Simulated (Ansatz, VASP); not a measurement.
# One calculation of AlN, two programs

File INCAR:

```
SYSTEM = AlN
PREC     = Accurate       ! precision mode
ENCUT    = 520            ! plane-wave cutoff, eV
EDIFF    = 1E-6           ! SCF threshold, eV
ISMEAR   = 0              ! smearing method
SIGMA    = 0.05           ! smearing width, eV
LREAL    = .False.        ! projectors in reciprocal space
LASPH    = .True.         ! aspherical terms in the spheres
NELM     = 60             ! most SCF steps
ALGO     = Normal         ! electronic algorithm
ISIF     = 2              ! what is computed and relaxed
LWAVE    = .False.        ! write WAVECAR
LCHARG   = .False.        ! write CHGCAR
NBANDS   = 26             ! bands
```

File KPOINTS:

```
regular mesh
0
Gamma
  8 6 4
  0 0 0
```

Contents of POSCAR:

```
AlN
1.0
   -1.6378403119      2.8368226349      0.0000000000
    0.0000000000      0.0000000000      4.1006264518
    4.9135209358      2.8368226349      0.0000000000
Al N
4 4
Direct
    0.5932778971      0.7500000000      0.2482322701
    1.0000000000      0.7500000000      0.6666666667
    0.0000000000      0.2500000000      0.3333333333
    0.5000000000      0.2500000000      0.8333333333
    0.5000000000      0.2500000000      0.1666666667
    1.0000000000      0.2500000000      0.6666666667
    0.0000000000      0.7500000000      0.3333333333
    0.5000000000      0.7500000000      0.8333333333
```

Input for Ansatz:

```yaml
crystal:
  lattice:
    - [-1.6378403119, 2.8368226349, 0.0]
    - [0.0, 0.0, 4.1006264518]
    - [4.9135209358, 2.8368226349, 0.0]
  atoms:
    - { symbol: Al, position: [0.5932778971, 0.75, 0.2482322701] }
    - { symbol: Al, position: [1.0, 0.75, 0.6666666667] }
    - { symbol: Al, position: [0.0, 0.25, 0.3333333333] }
    - { symbol: Al, position: [0.5, 0.25, 0.8333333333] }
    - { symbol: "N", position: [0.5, 0.25, 0.1666666667] }
    - { symbol: "N", position: [1.0, 0.25, 0.6666666667] }
    - { symbol: "N", position: [0.0, 0.75, 0.3333333333] }
    - { symbol: "N", position: [0.5, 0.75, 0.8333333333] }
basis:
  ecutwfc: 420
kpoints:
  mp_grid: { grid: [8, 6, 4] }
hamiltonian:
  xc: lda
  pseudopotentials: { kind: paw, azcp: { folder: soft_1 } }
scf:
  occupations: { method: gaussian, width: 0.05 }
output:
  forces: true
  stress: true
  eigenvalues: true
```

Alike in both runs: task single point; functional LDA; k mesh 8 × 6 × 4; occupations gaussian, width 0.05 eV; no spin polarisation.

|  | VASP | Ansatz |
| --- | --- | --- |
| version | VASP 6.6.1 | Ansatz 0.2.0 |
| potentials or method | VASP PAW LDA potentials, release 64 (Al, N), cutoff 520 eV | scalar-relativistic, plane waves, PAW |
| valence electrons in the cell | 32 | 32 |

VASP gave:

```
gap on the k mesh at the Fermi level (eV)                     : 2.75
least direct gap on the mesh (eV)                             : 2.75
pressure (GPa)                                                : 18.8
traceless stress, the component that is largest in VASP (GPa) : 38.08
rms of the force components (eV/Å)                            : 6.455
```

Estimate Ansatz's values.

gap on the k mesh at the Fermi level (eV): 2.75; least direct gap on the mesh (eV): 2.75; pressure (GPa): 17.9; traceless stress, the component that is largest in VASP (GPa): 37.48; rms of the force components (eV/Å): 6.384.

Ansatz warns that its potentials were made for another functional, while VASP's fit it. LDA's correlation is that of Perdew and Zunger in VASP and of Perdew and Wang (1992) in Ansatz. Atom by atom the forces differ by 0.073 eV/Å (rms over components).
